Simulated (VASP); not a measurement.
Set up this calculation in VASP 6.6.1, as the native input.

```
Task                   : single point
Functional             : PBE
Potentials or basis    : VASP PAW PBE potentials, release 64 (Ta_pv, N)
Cutoff                 : 520 eV
k mesh                 : 20 × 20 × 12
Occupations            : gaussian, width 0.15 eV
Spin                   : no spin polarisation
Dipole correction      : no
Further INCAR settings : ALGO = Normal; EDIFF = 1e-07; NBANDS = 24
```

The structure of TaN lies in POSCAR:

```
TaN
1.0
    0.0000000000      0.0000000000      2.8977716017
    2.9501846798      0.0000000000      0.0000000000
    0.0000000000      5.1098697572      0.0000000000
Ta N
2 2
Direct
    0.5000000000      0.0000000000      0.3315154624
    0.5000000000      0.5000000000      0.8315154624
    0.0000000000      0.5000000000      0.5234839645
    0.0000000000      0.0000000000      0.0234839645
```

This cell differs from its parent crystal: atoms displaced along a vibrational mode.

One way to write it, as run:

INCAR

```
SYSTEM = TaN
PREC = Accurate
ENCUT = 520
EDIFF = 1E-7
ISMEAR = 0
SIGMA = 0.15
LREAL = .FALSE.
LASPH = .TRUE.
NELM = 80
ALGO = Normal
ISIF = 2
LWAVE = .FALSE.
LCHARG = .TRUE.
GGA = PE
LELF = .TRUE.
LVHAR = .TRUE.
NBANDS = 24
```

KPOINTS

```
regular mesh
0
G
  20 20 12
  0 0 0
```

Potentials or basis: VASP PAW PBE potentials, release 64 (Ta_pv, N).

Launch:

```sh
$ cat potpaw_PBE.64/Ta_pv/POTCAR potpaw_PBE.64/N/POTCAR > POTCAR
$ mpirun -np 1 vasp_std > vasp.out
```

Results of the run:

The pressure is 3.0 GPa and the largest force is 1.727 eV/Å. The band gap on the k mesh is zero (bands 16 and 17 overlap by 0.30 eV).

Caveat: the cell differs from its parent crystal (atoms displaced along a vibrational mode); the cell stands under pressure; spin-orbit coupling is left out, which moves the levels of the heavy elements; forces of over 1 eV/Å act on the atoms, so gaps and moduli don't describe the material at rest.

It took 4 min on 1 thread of Intel(R) Xeon(R) 6975P-C (Granite Rapids), on a shared host, peak memory 0.77 GiB.
